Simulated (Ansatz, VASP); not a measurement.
## SrPd5: VASP beside Ansatz

File INCAR:

```
SYSTEM = SrPd5
ALGO = Normal
EDIFF = 1E-6
ENCUT = 520
ISIF = 2
ISMEAR = -1
LASPH = .TRUE.
LCHARG = .FALSE.
LREAL = .FALSE.
LWAVE = .FALSE.
NBANDS = 39
NELM = 80
PREC = Accurate
SIGMA = 0.1
```

The input KPOINTS:

```
k-points
0
G
  5 5 5
  0 0 0
```

File POSCAR:

```
SrPd5
1.0
    5.3830000000      0.0000000000      0.0000000000
   -2.6915000000      4.6618100000      0.0000000000
    0.0000000000      0.0000000000      4.3920000000
Sr Pd
1 5
Direct
    0.0000000000      0.0000000000      0.0000000000
    0.3333333333      0.6666666667      0.0000000000
    0.6666666667      0.3333333333      0.0000000000
    0.5000000000      0.0000000000      0.5000000000
    0.5000000000      0.5000000000      0.5000000000
    0.0000000000      0.5000000000      0.5000000000
```

Input for Ansatz:

```yaml
crystal:
  lattice:
    - [5.383, 0.0, 0.0]
    - [-2.6915, 4.66181, 0.0]
    - [0.0, 0.0, 4.392]
  atoms:
    - { symbol: Sr, position: [0.0, 0.0, 0.0] }
    - { symbol: Pd, position: [0.3333333333333333, 0.6666666666666666, 0.0] }
    - { symbol: Pd, position: [0.6666666666666666, 0.3333333333333333, 0.0] }
    - { symbol: Pd, position: [0.5, 0.0, 0.5] }
    - { symbol: Pd, position: [0.5, 0.5, 0.5] }
    - { symbol: Pd, position: [0.0, 0.5, 0.5] }
kpoints:
  mp_grid:
    grid: [5, 5, 5]
hamiltonian:
  xc: lda
scf:
  occupations:
    method: fermi_dirac
output:
  forces: true
  stress: true
```

Alike in both runs: task single point; functional LDA; k mesh 5 × 5 × 5; no spin polarisation.

|  | VASP | Ansatz |
| --- | --- | --- |
| version | VASP 6.6.1 | Ansatz 0.2.0 |
| potentials or method | VASP PAW LDA potentials, release 64 (Sr_sv, Pd) | plane waves, PAW |
| plane-wave cutoff (eV) | 520 | 420 |
| occupations | fermi-dirac, width 0.1 eV | fermi-dirac |
| valence electrons in the cell | 60 | 100 |

Ansatz gave:

* pressure (GPa): -6.0
* traceless stress, the component that is largest in VASP (GPa): -0.59

Q: What did VASP give for the same quantities?

A: Pressure (GPa): -5.7; traceless stress, the component that is largest in VASP (GPa): -0.62.

LDA's correlation is that of Perdew and Zunger in VASP and of Perdew and Wang (1992) in Ansatz. VASP's potentials hold 60 valence electrons a cell and Ansatz's 100, so a difference there can come from the potentials and not from the codes.
